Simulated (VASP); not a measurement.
# Mo2Se2S (P-6m2) in VASP: notebook, part 2 of 2

VASP 6.6.1. Earlier steps stand in the parts before.

**6. Single point, PBE**

This run uses another cell than the first one, of 20.32 Å³/atom, 1.012 times its volume.

Contents of INCAR:

```
SYSTEM = Mo2Se2S
ALGO = Normal
EDIFF = 1E-6
ENCUT = 500
GGA = PE
GGA_COMPAT = .FALSE.
ISIF = 2
ISMEAR = 0
LASPH = .TRUE.
LCHARG = .FALSE.
LREAL = .FALSE.
LWAVE = .FALSE.
NBANDS = 31
NELM = 120
PREC = Accurate
SIGMA = 0.1
```

Contents of KPOINTS:

```
k-points
0
G
  12 12 4
  0 0 0
```

Contents of POSCAR:

```
Mo2Se2S
1.0
    3.3363830006      0.0000000000      0.0000000000
   -1.6681915003      2.8893924353      0.0000000000
    0.0000000000      0.0000000000     10.5383907408
Mo Se S
2 2 1
Direct
    0.3333333333      0.6666666667      0.8576007830
    0.3333333333      0.6666666667      0.1423992170
    0.0000000000      0.0000000000      0.6970924409
    0.0000000000      0.0000000000      0.3029075591
    0.0000000000      0.0000000000      0.0000000000
```

Potentials or basis: VASP PAW PBE potentials, release 64 (Mo_sv, Se, S).

Launch:

```console
$ cat potpaw_PBE.64/Mo_sv/POTCAR potpaw_PBE.64/Se/POTCAR potpaw_PBE.64/S/POTCAR > POTCAR
$ mpirun -np 1 vasp_std > vasp.out
```

OUTCAR:

```text
SYSTEM = Mo2Se2S
   EDIFF = 1E-6
   ENCUT = 500
   GGA = PE
   ISIF = 2
   ISMEAR = 0
   LASPH = .TRUE.
   LREAL = .FALSE.
   NELM = 120
   PREC = Accurate

 ion  position               nearest neighbor table
   1  0.333  0.667  0.858-   5 2.44   5 2.44   5 2.44   3 2.56   3 2.56   3 2.56   2 3.00
   2  0.333  0.667  0.142-   5 2.44   5 2.44   5 2.44   4 2.56   4 2.56   4 2.56   1 3.00
   3  0.000  0.000  0.697-   1 2.56   1 2.56   1 2.56
   4  0.000  0.000  0.303-   2 2.56   2 2.56   2 2.56
   5  0.000  0.000  0.000-   1 2.44   2 2.44   1 2.44   2 2.44   1 2.44   2 2.44

[... 1020 lines left out ...]
  -------------------------------------------------------------------------------------
  Total        0.1145898      0.1145898      0.1345204      0.0000000      0.0000000      0.0000000
  in kB        1.8071729      1.8071729      2.1214955      0.0000000      0.0000000      0.0000000
  external PRESSURE =       1.9119471 kB  Pullay stress =       0.0000000 kB

 VOLUME and BASIS-vectors are now :
 -----------------------------------------------------------------------------
  energy-cutoff  :      500.00
  volume of cell :      101.59
      direct lattice vectors                 reciprocal lattice vectors
     3.336383001  0.000000000  0.000000000     0.299725781  0.173046760  0.000000000
    -1.668191500  2.889392435  0.000000000     0.000000000  0.346093520  0.000000000
     0.000000000  0.000000000 10.538390741     0.000000000  0.000000000  0.094891148

 POSITION                                       TOTAL-FORCE (eV/Angst)
 -----------------------------------------------------------------------------------
     -0.00000      1.92626      9.03773        -0.000000      0.000000      0.009879
     -0.00000      1.92626      1.50066        -0.000000      0.000000     -0.009879
      0.00000      0.00000      7.34623         0.000000      0.000000     -0.025955
      0.00000      0.00000      3.19216         0.000000      0.000000      0.025955
      0.00000      0.00000      0.00000         0.000000      0.000000      0.000000
 -----------------------------------------------------------------------------------
    total drift:                                0.000000     -0.000000     -0.000000

  FREE ENERGIE OF THE ION-ELECTRON SYSTEM (eV)
  ---------------------------------------------------
  free  energy   TOTEN  =       -35.3251705515 eV

  energy  without entropy=      -35.3002072072  energy(sigma->0) =      -35.31268888
```

OSZICAR:

```text
N       E                     dE             d eps       ncg     rms          rms(c)
DAV:   1     0.394022750661E+03    0.39402E+03   -0.25356E+04  3918   0.134E+03
DAV:   2    -0.179420808979E+02   -0.41196E+03   -0.39627E+03  4220   0.370E+02
DAV:   3    -0.365930993550E+02   -0.18651E+02   -0.18075E+02  4504   0.692E+01
DAV:   4    -0.369730022338E+02   -0.37990E+00   -0.37900E+00  4098   0.967E+00
DAV:   5    -0.369805490738E+02   -0.75468E-02   -0.75433E-02  4592   0.127E+00    0.264E+01
DAV:   6    -0.358058751102E+02    0.11747E+01   -0.79389E+00  3947   0.176E+01    0.886E+00
DAV:   7    -0.355962984046E+02    0.20958E+00   -0.25861E+00  4142   0.108E+01    0.696E+00
DAV:   8    -0.353248762726E+02    0.27142E+00   -0.53317E-01  4042   0.496E+00    0.184E+00
DAV:   9    -0.353252261868E+02   -0.34991E-03   -0.62415E-02  4209   0.122E+00    0.458E-01
DAV:  10    -0.353249266688E+02    0.29952E-03   -0.61443E-03  3976   0.543E-01    0.271E-01
DAV:  11    -0.353251002415E+02   -0.17357E-03   -0.98634E-04  4153   0.189E-01    0.393E-02
DAV:  12    -0.353251262589E+02   -0.26017E-04   -0.92444E-05  4082   0.465E-02    0.252E-02
DAV:  13    -0.353251701482E+02   -0.43889E-04   -0.11639E-04  3800   0.491E-02    0.110E-02
DAV:  14    -0.353251705515E+02   -0.40326E-06   -0.41252E-06  4014   0.951E-03
   1 F= -.35325171E+02 E0= -.35312689E+02  d E =-.249633E-01
```

Wall time 2.2 min (1 thread of Intel Xeon 6975P-C, shared host); peak memory 0.3 GiB.

Results:

- Free energy: -35.3252 eV
- Pressure: 0.2 GPa
- Largest force: 0.026 eV/Å
- Band gap on the k mesh: zero (band 23 reaches 7.62 eV, above the bottom of band 24 at 7.21 eV)

Forces on the atoms (eV/Å):
```
Mo   0.000  0.000  0.010
Mo   0.000  0.000 -0.010
Se   0.000  0.000 -0.026
Se   0.000  0.000  0.026
S    0.000  0.000  0.000
```

Caveat: this functional lacks dispersion, which binds the layers, so the pressure and a relaxed spacing across them are unreliable.

**7. Overview**

```csv
spin,cell,k mesh,smearing,gap on the mesh (eV),pressure (GPa),moment (μB),largest force (eV/Å)
"collinear, ferromagnetic start","a = 4.579, b = 4.579, c = 5.528 Å, angles 90.0, 90.0, 120.0°, 5 atoms",3 × 3 × 2,gaussian 0.15 eV,none,0.5,0.00,0.32
"collinear, ferromagnetic start","a = 4.357, b = 4.357, c = 7.600 Å, angles 90.0, 90.0, 120.0°, 5 atoms",3 × 3 × 2,gaussian 0.15 eV,none,0.3,2.39,0.31
"collinear, ferromagnetic start","a = 3.282, b = 3.282, c = 10.454 Å, angles 90.0, 90.0, 120.0°, 5 atoms",4 × 4 × 2,gaussian 0.15 eV,none,-0.1,0.00,0.08
off,"a = 3.336, b = 3.336, c = 21.077 Å, angles 90.0, 90.0, 120.0°, 10 atoms",6 × 6 × 1,gaussian 0.2 eV,none,0.2,-,0.11
off,"a = 3.336, b = 3.336, c = 10.538 Å, angles 90.0, 90.0, 120.0°, 5 atoms",12 × 12 × 4,gaussian 0.1 eV,none,0.2,-,0.03
```

Alike in all rows: task single point; level PBE; potentials or basis VASP PAW PBE potentials, release 64 (Mo_sv, Se, S); cutoff (eV) 500.

Caveats: some runs use coarse meshes; this functional lacks dispersion, which binds the layers, so the pressure and a relaxed spacing across them are unreliable (some runs).

Absolute energies hang on the potentials; compare differences alone.
